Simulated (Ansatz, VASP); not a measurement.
**Two plane-wave programs on TaN**

The input INCAR:

```
PREC = Accurate
ENCUT = 520
EDIFF = 1E-7
ISMEAR = 0
SIGMA = 0.15
LREAL = F
LASPH = T
NELM = 100
ALGO = Normal
ISIF = 2
LWAVE = F
LCHARG = F
GGA = PS
NBANDS = 15
```

File KPOINTS:

```
Automatic mesh
0
Gamma
  24 24 18
```

The input POSCAR:

```
TaN
1.0
    3.0208026035      0.0000000000      0.0000000000
   -1.5104013018      2.6160917945      0.0000000000
    0.0000000000      0.0000000000      2.7271133787
Ta N
1 1
Direct
    0.3333333333      0.6666666667      0.5000000000
    0.0000000000      0.0000000000      0.0000000000
```

Input for Ansatz:

```yaml
crystal:
  lattice:
    - [3.0208026035, 0.0, 0.0]
    - [-1.5104013018, 2.6160917945, 0.0]
    - [0.0, 0.0, 2.7271133787]
  atoms:
    - { symbol: Ta, position: [0.3333333333, 0.6666666667, 0.5] }
    - { symbol: "N", position: [0.0, 0.0, 0.0] }
basis:
  ecutwfc: 420
kpoints:
  mp_grid: { grid: [24, 24, 18] }
hamiltonian:
  xc: pbesol
scf:
  occupations: { method: gaussian, width: 0.15 }
output:
  forces: true
  stress: true
  eigenvalues: true
```

Alike in both runs: task single point; functional PBEsol; k mesh 24 × 24 × 18; occupations gaussian, width 0.15 eV; no spin polarisation.

|  | VASP | Ansatz |
| --- | --- | --- |
| version | VASP 6.6.1 | Ansatz 0.2.0 |
| potentials or method | VASP PAW PBE potentials, release 64 (Ta_pv, N), cutoff 520 eV | scalar-relativistic, plane waves, PAW |
| valence electrons in the cell | 16 | 18 |

VASP gave:

| Item | Value |
| --- | --- |
| gap on the k mesh at the Fermi level (eV) | none |
| pressure (GPa) | -0.1 |
| traceless stress, the component that is largest in VASP (GPa) | 36.92 |

**Question.** What did Ansatz give for the same quantities?

**Answer.** gap on the k mesh at the Fermi level (eV): none; pressure (GPa): -0.9; traceless stress, the component that is largest in VASP (GPa): 36.75.

VASP's potentials were made for PBE, not for PBEsol. A gap of «none» marks a metal or a gap that the smearing closes. VASP's potentials hold 16 valence electrons a cell and Ansatz's 18, so a difference there can come from the potentials and not from the codes.

Neither program's run includes spin-orbit coupling.
